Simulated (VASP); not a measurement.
Crystal: Nb5N.

```
Nb N
1.0
     3.20000    0.00000    0.00000
     0.00000    3.20000    0.00000
     0.00000    0.00000   17.60000
Nb N
10 2
Cartesian
  0.0000 1.6000 3.2032
  0.0000 1.6000 16.5088
  1.6000 0.0000 14.3968
  1.6000 0.0000 1.0912
  0.0000 1.6000 12.8832
  1.6000 0.0000 4.7168
  0.0000 1.6000 6.3360
  1.6000 0.0000 11.2640
  0.0000 1.6000 9.6272
  1.6000 0.0000 7.9728
  0.0000 1.6000 1.0912
  1.6000 0.0000 16.5088
```

- Program: VASP 6.6.1
- Task: relaxation of cell and atoms
- Functional: PBE
- Potentials or basis: VASP PAW PBE potentials, release 64 (Nb_sv, N)
- Cutoff: 600 eV
- k mesh: 5 × 5 × 1
- Occupations: gaussian, width 0.2 eV
- Spin: no spin polarisation

At the start: pressure 9.4 GPa; volume 15.02 Å³/atom.

Question: How do energy, volume and symmetry change on relaxing?

Answer: Over 15 steps the energy falls by 36.4 meV/atom and the volume is 15.62 Å³/atom (+4.0 %); space group P4/nmm (No. 129, to 0.1 Å) before and after.

The path:
| step | energy change (eV) | largest force (eV/Å) | pressure (GPa) | volume (Å³) |
| --- | --- | --- | --- | --- |
| 1 | 0.0000 | 1.1464 | 9.45 | 180.22 |
| 2 | 0.4305 | 0.5175 | -14.14 | 204.32 |
| 3 | -0.2864 | 0.8155 | -1.16 | 189.11 |
| 4 | -0.2866 | 0.8224 | -0.92 | 188.86 |
| 5 | -0.3524 | 0.4339 | -0.16 | 188.23 |
| 6 | -0.3637 | 0.4415 | 0.36 | 187.85 |
| 7 | -0.3911 | 0.2094 | -0.47 | 188.49 |
| 8 | -0.3942 | 0.2467 | -0.84 | 188.79 |
| 9 | -0.4037 | 0.3060 | 1.21 | 186.77 |
| 10 | -0.4044 | 0.2902 | 0.79 | 187.18 |
| 11 | -0.4172 | 0.2307 | 0.39 | 187.41 |
| 12 | -0.4282 | 0.1933 | -0.33 | 187.89 |
| 13 | -0.4304 | 0.1755 | 0.16 | 187.27 |
| 14 | -0.4328 | 0.1686 | -0.03 | 187.51 |
| 15 | -0.4373 | 0.0730 | -0.05 | 187.49 |

Final structure:
```
CELL_PARAMETERS angstrom
3.21712 0.00000 0.00000
0.00000 3.21712 0.00000
0.00000 0.00000 18.11511
ATOMIC_POSITIONS crystal
Nb 0.00000 0.50000 0.17439
Nb 0.00000 0.50000 0.93317
Nb 0.50000 0.00000 0.82561
Nb 0.50000 0.00000 0.06683
Nb 0.00000 0.50000 0.73402
Nb 0.50000 0.00000 0.26598
Nb 0.00000 0.50000 0.35839
Nb 0.50000 0.00000 0.64161
Nb 0.00000 0.50000 0.54665
Nb 0.50000 0.00000 0.45335
N 0.00000 0.50000 0.05452
N 0.50000 0.00000 0.94549
```

Caveat: the k points lie up to 0.39 Å⁻¹ apart in the final cell, too coarse for converged energies and pressures of a metal; the relaxation stopped at a loose force limit of 0.08 eV/Å, so its end isn't a converged minimum.
